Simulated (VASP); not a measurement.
# TiO2 (P3_121) in VASP: settings compared

Aim: see how the results for TiO2 move with the level of theory and the settings. Levels: RPBE, revPBE. Tasks: single point.

Program: VASP 6.6.1. These are calculated values, not measurements. Logs are shortened: lines on timing, memory, paths and dates and some standing lists are left out, and cuts for length are marked.

## 1. The cell of the first run

Symmetry: P3_121, No. 152, trigonal system. The conventional cell has a = 5.788 Å, b = 5.788 Å, c = 6.357 Å, α = 90.00°, β = 90.00°, γ = 120.00°. Ti (site symmetry 2) has 4 O at 1.83 Å within 2.4 Å. Within 2.4 Å of O (site symmetry 1) lie 2 Ti at 1.83 Å.

## 2. Single point, RPBE

File INCAR:

```
SYSTEM = TiO2
PREC = Accurate
ENCUT = 520
EDIFF = 1E-6
ISMEAR = -1
SIGMA = 0.05
LREAL = .False.
LASPH = .True.
NELM = 80
ALGO = Normal
ISIF = 2
LWAVE = .False.
LCHARG = .False.
GGA = RP
NBANDS = 46
```

File KPOINTS:

```
Automatic mesh
0
Gamma
  6 6 5
  0 0 0
```

File POSCAR:

```
TiO2
1.0
    5.7881611366      0.0000000000      0.0000000000
   -2.8940805683      5.0126945855      0.0000000000
    0.0000000000      0.0000000000      6.3570795009
Ti O
3 6
Direct
    0.4990304201      0.0000000000      0.3333333333
    0.0000000000      0.4990304201      0.6666666667
    0.5009695799      0.5009695799      0.0000000000
    0.5734324605      0.7885309582      0.1652770494
    0.7849015022      0.2114690418      0.5013896173
    0.2150984978      0.4265675395      0.8319437160
    0.7885309582      0.5734324605      0.8347229506
    0.2114690418      0.7849015022      0.4986103827
    0.4265675395      0.2150984978      0.1680562840
```

Potentials or basis: VASP PAW PBE potentials, release 64 (Ti_sv, O).

Started as:

```console
cat potpaw_PBE.64/Ti_sv/POTCAR potpaw_PBE.64/O/POTCAR > POTCAR
mpirun -np 1 vasp_std > vasp.out
```

OUTCAR:

```text
SYSTEM = TiO2
   PREC = Accurate
   ENCUT = 520
   EDIFF = 1E-6
   ISMEAR = -1
   LREAL = .False.
   LASPH = .True.
   NELM = 80
   ISIF = 2
   GGA = RP

 ion  position               nearest neighbor table
   1  0.499  0.000  0.333-   9 1.83   8 1.83   4 1.83   5 1.83
   2  0.000  0.499  0.667-   6 1.83   5 1.83   7 1.83   8 1.83
   3  0.501  0.501  0.000-   7 1.83   4 1.83   6 1.83   9 1.83
   4  0.573  0.789  0.165-   3 1.83   1 1.83
   5  0.785  0.211  0.501-   2 1.83   1 1.83
   6  0.215  0.427  0.832-   2 1.83   3 1.83
   7  0.789  0.573  0.835-   3 1.83   2 1.83
   8  0.211  0.785  0.499-   1 1.83   2 1.83
   9  0.427  0.215  0.168-   1 1.83   3 1.83

  LATTYP: Found a hexagonal cell.
 ALAT       =     5.7881611366
 C/A-ratio  =     1.0982900011

  Lattice vectors:

 A1 = (   5.7881611366,   0.0000000000,   0.0000000000)
 A2 = (  -2.8940805683,   5.0126945855,   0.0000000000)
 A3 = (   0.0000000000,   0.0000000000,   6.3570795009)

Analysis of symmetry for initial positions (statically):
=====================================================================
 Subroutine PRICEL returns:
 Original cell was already a primitive cell.

 Routine SETGRP: Setting up the symmetry group for a
 hexagonal supercell.

 Subroutine GETGRP returns: Found  6 space group operations
 (whereof  2 operations were pure point group operations)
 out of a pool of 24 trial point group operations.

The static configuration has the point symmetry C_2 .
 The point group associated with its full space group is D_3 .

Analysis of symmetry for dynamics (positions and initial velocities):
=====================================================================
 Subroutine PRICEL returns:
 Original cell was already a primitive cell.

 Routine SETGRP: Setting up the symmetry group for a
 hexagonal supercell.

 Subroutine GETGRP returns: Found  6 space group operations
 (whereof  2 operations were pure point group operations)
 out of a pool of 24 trial point group operations.

The dynamic configuration has the point symmetry C_2 .
 The point group associated with its full space group is D_3 .

 Subroutine INISYM returns: Found  6 space group operations
 (whereof  2 operations are pure point group operations),
 and found     1 'primitive' translations

----------------------------------------------------------------------------------------

                                     Primitive cell

  volume of cell :     184.4461

  direct lattice vectors                    reciprocal lattice vectors
     5.788161137  0.000000000  0.000000000     0.172766441  0.099746751  0.000000000
    -2.894080568  5.012694586  0.000000000     0.000000000  0.199493503  0.000000000
     0.000000000  0.000000000  6.357079501     0.000000000  0.000000000  0.157304939

  length of vectors
     5.788161137  5.788161137  6.357079501     0.199493503  0.199493503  0.157304939

  position of ions in fractional coordinates (direct lattice)
     0.499030420  0.000000000  0.333333333
     0.000000000  0.499030420  0.666666667
     0.500969580  0.500969580  0.000000000
     0.573432461  0.788530958  0.165277049
     0.784901502  0.211469042  0.501389617
     0.215098498  0.426567539  0.831943716
     0.788530958  0.573432461  0.834722951
     0.211469042  0.784901502  0.498610383
     0.426567539  0.215098498  0.168056284

  ion indices of the primitive-cell ions
   primitive index   ion index
                 1           1
                 2           2
                 3           3
                 4           4
                 5           5
                 6           6
                 7           7
                 8           8
                 9           9

----------------------------------------------------------------------------------------

 KPOINTS: Automatic mesh

Automatic generation of k-mesh.
 Grid dimensions read from file:
 generate k-points for:    6    6    5

 Generating k-lattice:

  Cartesian coordinates                     Fractional coordinates (reciprocal lattice)
     0.028794407  0.016624459  0.000000000     0.166666667  0.000000000  0.000000000
     0.000000000  0.033248917  0.000000000     0.000000000  0.166666667  0.000000000
     0.000000000  0.000000000  0.031460988     0.000000000  0.000000000  0.200000000

  Length of vectors
     0.033248917  0.033248917  0.031460988

  Shift w.r.t. Gamma in fractional coordinates (k-lattice)
     0.000000000  0.000000000  0.000000000

 Subroutine IBZKPT returns following result:
 ===========================================

 Found     27 irreducible k-points:

 Following reciprocal coordinates:
            Coordinates               Weight
  0.000000  0.000000  0.000000      1.000000
  0.166667 -0.000000  0.000000      6.000000
  0.333333 -0.000000  0.000000      6.000000
  0.500000 -0.000000  0.000000      3.000000
  0.166667  0.166667  0.000000      6.000000
  0.333333  0.166667  0.000000     12.000000
[... 16 lines left out ...]
  0.500000 -0.000000  0.400000      6.000000
  0.166667  0.166667  0.400000     12.000000
 [... further k-points ...]
   k-points           NKPTS =     27   k-points in BZ     NKDIM =     27   number of bands    NBANDS=     46
   number of dos      NEDOS =    301   number of ions     NIONS =      9
   total plane-waves  NPLWV = 110592
   dimension x,y,z NGX =    48 NGY =   48 NGZ =   48
   dimension x,y,z NGXF=    96 NGYF=   96 NGZF=   96
   ions per type =               3   6
   NGX,Y,Z   is equivalent  to a cutoff of  13.79, 13.79, 12.55 a.u.
   NGXF,Y,Z  is equivalent  to a cutoff of  27.57, 27.57, 25.11 a.u.
 SYSTEM =  TiO2
   PREC   = accura    normal or accurate (medium, high low for compatibility)
   ISTART =      0    job   : 0-new  1-cont  2-samecut
   ICHARG =      2    charge: 1-file 2-atom 10-const
   ISPIN  =      1    spin polarized calculation?
   LNONCOLLINEAR =      F non collinear calculations
   LSORBIT =      F    spin-orbit coupling
   LASPH  =      T    aspherical Exc in radial PAW
   ENCUT  =  520.0 eV  38.22 Ry    6.18 a.u.  10.76 10.76 11.82*2*pi/ulx,y,z
   NELM   =     80;   NELMIN=  2; NELMDL= -5     # of ELM steps
   EDIFF  = 0.1E-05   stopping-criterion for ELM
   LREAL  =      F    real-space projection
   EDIFFG = 0.1E-04   stopping-criterion for IOM
   NSW    =      0    number of steps for IOM
   IBRION =     -1    ionic relax: 0-MD 1-quasi-New 2-CG
   NFREE  =      0    steps in history (QN), initial steepest desc. (CG)
   ISIF   =      2    stress and relaxation
   ISYM   =      2    0-nonsym 1-usesym 2-fastsym
   POTIM  = 0.5000    time-step for ionic-motion
   TEBEG  =    0.0;   TEEND  =   0.0 temperature during run
   PSTRESS=    0.0 pullay stress
   NELECT =      72.0000    total number of electrons
   NUPDOWN=      -1.0000    fix difference up-down
   EMIN   =  10.00;   EMAX   =-10.00  energy-range for DOS
   EFERMI =   0.00;   METHOD = LEGACY
   ISMEAR =    -1;   SIGMA  =   0.05  broadening in eV -4-tet -1-fermi 0-gaus
   EFERMI_NEDOS =   21; number of points for ismear=-14 and -15
   IALGO  =     38    algorithm
   IMIX   =      4    mixing-type and parameters
     AMIX     =   0.40;   BMIX     =  1.00
     AMIX_MAG =   1.60;   BMIX_MAG =  1.00
  volume/ion in A,a.u.               =      20.49       138.30
  Fermi-wavevector in a.u.,A,eV,Ry     =   1.196454  2.260969 19.476754  1.431501
  Thomas-Fermi vector in A             =   2.332393
   LORBIT       =      0    0 simple, 1 ext, 2 COOP (PROOUT), +10 PAW based schemes
   GGA     = RP    functional components
   LHFCALC =     F    Hartree Fock is set to
   AEXX    =    0.0000 exact exchange contribution
   IVDW    =     0    specifies the selected vdW correction
   LEPSILON=     F    determine dielectric tensor
   LRPA    =     F    only Hartree local field effects (RPA)
 non-spin polarized calculation
  energy-cutoff  :      520.00
  volume of cell :      184.45
 maximum number of plane-waves:      4986
 NGX is ok and might be reduce to    48
   NGX = 21   NGY = 21   NGZ = 23

 number of electron      71.9999984 magnetization

 Free energy of the ion-electron system (eV)
  ---------------------------------------------------
  ext. energy  EPLUGINS =         0.00000000
  ---------------------------------------------------
  free energy    TOTEN  =       -77.76399425 eV

  energy without entropy =      -77.76399425  energy(sigma->0) =      -77.76399425

 E-fermi :  -0.1368     XC(G=0):  -7.1456

 val. band max:       -1.4561077519   @ k =   0.0000   0.0000   0.4000
 cond. band min:       1.8534487176   @ k =   0.0000   0.0000   0.0000
 fundamental gap:      3.3095564695
 Fermi energy:        -0.1367603330

 k-point     1 :       0.0000    0.0000    0.0000
  band No.  band energies     occupation
      1     -57.1176      2.00000
      2     -57.1099      2.00000
      3     -57.1099      2.00000
      4     -33.4380      2.00000
      5     -33.4247      2.00000
      6     -33.4247      2.00000
[... 38 lines left out ...]
     45       4.1324      0.00000
     46       4.4116      0.00000

 k-point     2 :       0.1667   -0.0000    0.0000
  band No.  band energies     occupation
      1     -57.1172      2.00000
      2     -57.1103      2.00000
      3     -57.1099      2.00000
      4     -33.4367      2.00000
      5     -33.4257      2.00000
      6     -33.4254      2.00000
[... 38 lines left out ...]
     45       4.2618      0.00000
     46       4.4281      0.00000

 k-point     3 :       0.3333   -0.0000    0.0000
  band No.  band energies     occupation
      1     -57.1160      2.00000
      2     -57.1115      2.00000
      3     -57.1099      2.00000
      4     -33.4338      2.00000
      5     -33.4279      2.00000
      6     -33.4272      2.00000
[... 1018 lines left out ...]
     45       4.1178      0.00000
     46       4.1797      0.00000

 k-point    24 :       0.1667    0.1667    0.4000
  band No.  band energies     occupation
      1     -57.1153      2.00000
      2     -57.1134      2.00000
      3     -57.1087      2.00000
      4     -33.4336      2.00000
      5     -33.4273      2.00000
      6     -33.4255      2.00000
[... 38 lines left out ...]
     45       4.2681      0.00000
     46       4.4428      0.00000

 [... further k-points ...]

------------------------ aborting loop because EDIFF is reached ----------------------------------------

  FORCE on cell =-STRESS in cart. coord.  units (eV):
  Direction    XX          YY          ZZ          XY          YZ          ZX
  --------------------------------------------------------------------------------------
  -------------------------------------------------------------------------------------
  Total        0.3135650      0.3135650      0.3261881     -0.0000000     -0.0000000      0.0000000
  in kB        2.7237592      2.7237592      2.8334088     -0.0000000     -0.0000000      0.0000000
  external PRESSURE =       2.7603090 kB  Pullay stress =       0.0000000 kB

 VOLUME and BASIS-vectors are now :
 -----------------------------------------------------------------------------
  energy-cutoff  :      520.00
  volume of cell :      184.45
      direct lattice vectors                 reciprocal lattice vectors
     5.788161137  0.000000000  0.000000000     0.172766441  0.099746751  0.000000000
    -2.894080568  5.012694586  0.000000000     0.000000000  0.199493503  0.000000000
     0.000000000  0.000000000  6.357079501     0.000000000  0.000000000  0.157304939

 POSITION                                       TOTAL-FORCE (eV/Angst)
 -----------------------------------------------------------------------------------
      2.88847      0.00000      2.11903         0.000081     -0.000000      0.000000
     -1.44423      2.50149      4.23805        -0.000040      0.000070      0.000000
      1.44985      2.51121      0.00000        -0.000040     -0.000070      0.000000
      1.03705      3.95266      1.05068         0.017107      0.009012      0.000336
      3.93113      1.06003      3.18737         0.017107     -0.009012     -0.000336
      0.01050      2.13825      5.28873        -0.000749     -0.019321      0.000336
      2.90458      2.87444      5.30640        -0.000749      0.019321     -0.000336
     -1.04755      3.93447      3.16971        -0.016358      0.010309      0.000336
      1.84653      1.07822      1.06835        -0.016358     -0.010309     -0.000336
 -----------------------------------------------------------------------------------
    total drift:                               -0.000000     -0.000001      0.000000

  FREE ENERGIE OF THE ION-ELECTRON SYSTEM (eV)
  ---------------------------------------------------
  free  energy   TOTEN  =       -77.7639942475 eV

  energy  without entropy=      -77.7639942475  energy(sigma->0) =      -77.76399425
```

Run time: 5 min. Hardware: 1 thread of AMD EPYC 7R13 (Zen 3), shared host; peak memory 0.39 GiB.

What came out:

```yaml
Free_energy: -77.7640 eV
Pressure: 0.3 GPa
Largest_force: 0.019 eV/Å
Band_gap_on_the_k_mesh: 3.31 eV (least direct gap 3.41 eV)
```

Forces in eV/Å, atoms in the order of the input:
```
Ti   0.000  0.000  0.000
Ti   0.000  0.000  0.000
Ti   0.000  0.000  0.000
O    0.017  0.009  0.000
O    0.017 -0.009  0.000
O   -0.001 -0.019  0.000
O   -0.001  0.019  0.000
O   -0.016  0.010  0.000
O   -0.016 -0.010  0.000
```

Caveat: the PAW data sets were made with another functional, which shifts forces and pressure a little. A k mesh can miss the band edges.

## 3. Single point, revPBE

This run uses another cell than the first one, of 20.41 Å³/atom.

INCAR: that of step 2 with these lines changed.

```diff
@@ -8,3 +8,3 @@
 LASPH = .True.
-NELM = 80
+NELM = 60
 ALGO = Normal
@@ -13,3 +13,3 @@
 LCHARG = .False.
-GGA = RP
+GGA = RE
 NBANDS = 46
```

File KPOINTS:

```
regular mesh
0
Gamma
  6 6 5
  0 0 0
```

File POSCAR:

```
TiO2
1.0
    5.7810628304      0.0000000000      0.0000000000
   -2.8905314152      5.0065472720      0.0000000000
    0.0000000000      0.0000000000      6.3457332906
Ti O
3 6
Direct
    0.4991948202      0.0000000000      0.3333333333
    0.0000000000      0.4991948202      0.6666666667
    0.5008051798      0.5008051798      0.0000000000
    0.5733371840      0.7881693540      0.1655211239
    0.7851678300      0.2118306460      0.5011455428
    0.2148321700      0.4266628160      0.8321877906
    0.7881693540      0.5733371840      0.8344788761
    0.2118306460      0.7851678300      0.4988544572
    0.4266628160      0.2148321700      0.1678122094
```

Potentials or basis: VASP PAW PBE potentials, release 64 (Ti_sv, O).

Started as:

```console
cat potpaw_PBE.64/Ti_sv/POTCAR potpaw_PBE.64/O/POTCAR > POTCAR
mpirun -np 1 vasp_std > vasp.out
```

Wall time 8.1 min (1 thread of Intel Xeon 8259CL, shared host); peak memory 0.42 GiB.

Results (log left out):

```yaml
Free_energy: -78.0481 eV
Pressure: 0.3 GPa
Largest_force: 0.022 eV/Å
Band_gap_on_the_k_mesh: 3.32 eV (least direct gap 3.42 eV)
```

Forces in eV/Å, atoms in the order of the input:
```
Ti   0.000  0.000  0.000
Ti   0.000  0.000  0.000
Ti   0.000  0.000  0.000
O    0.019  0.010  0.000
O    0.019 -0.010  0.000
O   -0.001 -0.022  0.000
O   -0.001  0.022  0.000
O   -0.019  0.012  0.000
O   -0.019 -0.012  0.000
```

Levels at points of the mesh, in eV from the valence-band top:
| k point | band 32 | band 33 | band 34 | band 35 | band 36 | band 37 | band 38 | band 39 | band 40 | band 41 |
| --- | --- | --- | --- | --- | --- | --- | --- | --- | --- | --- |
| (0.00, 0.00, 0.00) | -0.83 | -0.83 | -0.28 | -0.28 | -0.16 | 3.32 | 3.99 | 3.99 | 4.51 | 4.54 |
| (0.50, 0.00, 0.00) | -0.91 | -0.83 | -0.81 | -0.19 | -0.02 | 3.64 | 3.68 | 4.01 | 4.62 | 5.12 |

Caveat: the PAW data sets were made with another functional, which shifts forces and pressure a little. A k mesh can miss the band edges.
